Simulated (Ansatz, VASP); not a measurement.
## Ge in VASP and in Ansatz

```xyz
2
Lattice="1.4003 -2.4417 0.0000 1.4003 2.4417 0.0000 0.0000 0.0000 5.3386" Properties=species:S:1:pos:R:3 pbc="T T T"
Ge    1.4003   -0.8133    1.3347
Ge    1.4003    0.8133    4.0040
```

Alike in both runs: task single point; functional PBE; dispersion D3(BJ); k mesh 20 × 20 × 12; occupations gaussian, width 0.15 eV; no spin polarisation.

|  | VASP | Ansatz |
| --- | --- | --- |
| version | VASP 6.6.1 | Ansatz 0.2.0 |
| potentials or method | VASP PAW PBE potentials, release 64 (Ge_d), cutoff 520 eV | scalar-relativistic, plane waves, PAW |
| valence electrons in the cell | 28 | 28 |

Ansatz gave:

```
gap on the k mesh at the Fermi level (eV)                     : none
pressure (GPa)                                                : 2.4
traceless stress, the component that is largest in VASP (GPa) : -5.95
```

Problem. Which values does VASP return?

Solution. gap on the k mesh at the Fermi level (eV): none; pressure (GPa): 2.4; traceless stress, the component that is largest in VASP (GPa): -5.97.

A gap of «none» marks a metal or a gap that the smearing closes.
